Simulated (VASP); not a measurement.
Runs of VASP 6.6.1 on Y. The structure is that of space group P6_3/mmc (No. 194), or close to it. The cells are those of the table. 

```tsv
cell	k mesh	cutoff (eV)	gap on the mesh (eV)	pressure (GPa)
a = 3.598, b = 3.598, c = 11.584 Å, angles 90.0, 90.0, 120.0°, 4 atoms	12 × 12 × 4	520	none	-0.1
a = 3.526, b = 3.526, c = 11.352 Å, angles 90.0, 90.0, 120.0°, 4 atoms	18 × 18 × 6	520	none	(a)
a = 3.598, b = 3.598, c = 11.584 Å, angles 90.0, 90.0, 120.0°, 4 atoms	18 × 18 × 6	520	none	-0.1
a = 3.599, b = 3.599, c = 11.572 Å, angles 90.0, 90.0, 120.0°, 4 atoms	15 × 15 × 4	520	none	-0.1
a = 3.598, b = 3.598, c = 10.889 Å, angles 90.0, 90.0, 120.0°, 4 atoms	18 × 18 × 6	500	none	2.6
a = 3.598, b = 3.598, c = 12.047 Å, angles 90.0, 90.0, 120.0°, 4 atoms	18 × 18 × 6	500	none	-1.6
a = 3.598, b = 3.598, c = 11.120 Å, angles 90.0, 90.0, 120.0°, 4 atoms	18 × 18 × 6	500	none	1.6
```

Alike in all rows: task single point; level PBE; potentials or basis VASP PAW PBE potentials, release 64 (Y_sv); no spin polarisation; smearing gaussian 0.1 eV.

Task: Estimate the missing entries.

Result: (a) 2.5.

A k mesh can miss the band edges, and the runs leave out spin-orbit coupling on Y.

A gap of «none» marks levels without a gap at the run's occupations.
